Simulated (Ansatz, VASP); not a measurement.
## PbS in VASP and in Ansatz

```
CELL_PARAMETERS angstrom
0.00000 2.95500 2.95500
2.95500 0.00000 2.95500
2.95500 2.95500 0.00000
ATOMIC_POSITIONS crystal
Pb 0.00000 0.00000 0.00000
S 0.50000 0.50000 0.50000
```

Alike in both runs: task relaxation of cell and atoms; functional r2SCAN; k mesh 10 × 10 × 10; occupations gaussian, width 0.01 eV; no spin polarisation.

|  | VASP | Ansatz |
| --- | --- | --- |
| version | VASP 6.6.1 | Ansatz 0.2.0 |
| potentials or method | VASP PAW PBE potentials, release 64 (Pb_d, S) | scalar-relativistic, plane waves, PAW |
| plane-wave cutoff (eV) | 600 | 500 |
| valence electrons in the cell | 20 | 20 |

|  | VASP | Ansatz | Ansatz less VASP |
| --- | --- | --- | --- |
| gap on the k mesh at the Fermi level, each at its own relaxed structure (eV) | 0.70 | 0.69 | -0.012 |
| relaxed volume (Å³/atom) | 26.67 | 26.66 | -0.010 |
| relaxed cell length with the largest relative difference (Å) | 4.225 | 4.225 | -0.0005 |

VASP's potentials were made for PBE, not for r2SCAN.

Neither program's run includes spin-orbit coupling.
